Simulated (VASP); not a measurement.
Pt:

```xyz
1
Lattice="0.0000 1.9609 1.9609 1.9609 0.0000 1.9609 1.9609 1.9609 0.0000" Properties=species:S:1:pos:R:3 pbc="T T T"
Pt    0.0000    0.0000    0.0000
```

- Program: VASP 6.6.1
- Task: relaxation of volume and atoms at fixed shape
- Functional: LDA
- Potentials or basis: VASP PAW LDA potentials, release 64 (Pt)
- Cutoff: 500 eV
- k mesh: 11 × 11 × 11
- Occupations: fermi-dirac, width 0.1 eV
- Spin: no spin polarisation

At the start: pressure -5.4 GPa; volume 15.08 Å³/atom.

Problem. Where does the relaxation end?

Solution. Over 3 steps the energy falls by 4.9 meV/atom and the volume is 14.81 Å³/atom (-1.8 %); space group Fm-3m (No. 225, to 0.05 Å).

Step by step:
```csv
step,energy change (eV),largest force (eV/Å),pressure (GPa),volume (Å³)
1,0.0000,0.0000,-5.45,15.08
2,0.0431,0.0000,20.11,13.99
3,-0.0049,0.0000,-0.13,14.81
```

Final structure:
```yaml
crystal:
  lattice:
    - [0.00000, 1.94896, 1.94896]
    - [1.94896, 0.00000, 1.94896]
    - [1.94896, 1.94896, 0.00000]
  atoms:
    - { symbol: Pt, position: [0.00000, 0.00000, 0.00000] }
```
